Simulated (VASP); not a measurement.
TiC: single point with r2SCAN

The system is TiC.

```
CELL_PARAMETERS angstrom
0.00000 2.16400 2.16400
2.16400 0.00000 2.16400
2.16400 2.16400 0.00000
ATOMIC_POSITIONS crystal
Ti 0.00000 0.00000 0.00000
C 0.50000 0.50000 0.50000
```

```
Program                : VASP 6.6.1
Task                   : single point
Functional             : r2SCAN
Potentials or basis    : VASP PAW PBE potentials, release 64 (Ti_sv, C)
Cutoff                 : 520 eV
k mesh                 : 18 × 18 × 18
Occupations            : gaussian, width 0.15 eV
Spin                   : no spin polarisation
Dipole correction      : no
Further INCAR settings : ALGO = Normal; EDIFF = 1e-06; NBANDS = 15
```

```
Pressure               : 0.9 GPa
Band gap on the k mesh : zero (bands 8 and 9 overlap by 1.33 eV)
```

Levels at points of the mesh, in eV from the Fermi level:
| k point | band 4 | band 5 | band 6 | band 7 | band 8 | band 9 | band 10 | band 11 | band 12 | band 13 |
| --- | --- | --- | --- | --- | --- | --- | --- | --- | --- | --- |
| (0.00, 0.00, 0.00) | -33.96 | -13.23 | 0.86 | 0.86 | 0.86 | 1.66 | 1.66 | 1.66 | 1.71 | 1.71 |
| (0.50, 0.00, 0.00) | -34.00 | -9.71 | -6.11 | -3.15 | -3.14 | 3.14 | 3.14 | 4.38 | 8.53 | 8.53 |
| (0.50, 0.50, 0.00) | -34.13 | -10.95 | -3.70 | -1.53 | -0.15 | -0.15 | 2.73 | 3.77 | 3.77 | 5.97 |

Wall time 4.7 min on 1 thread of Intel Xeon 8259CL (shared host), peak memory 0.19 GiB.

Caveat: the PAW data sets were made with another functional, which shifts forces and pressure a little.
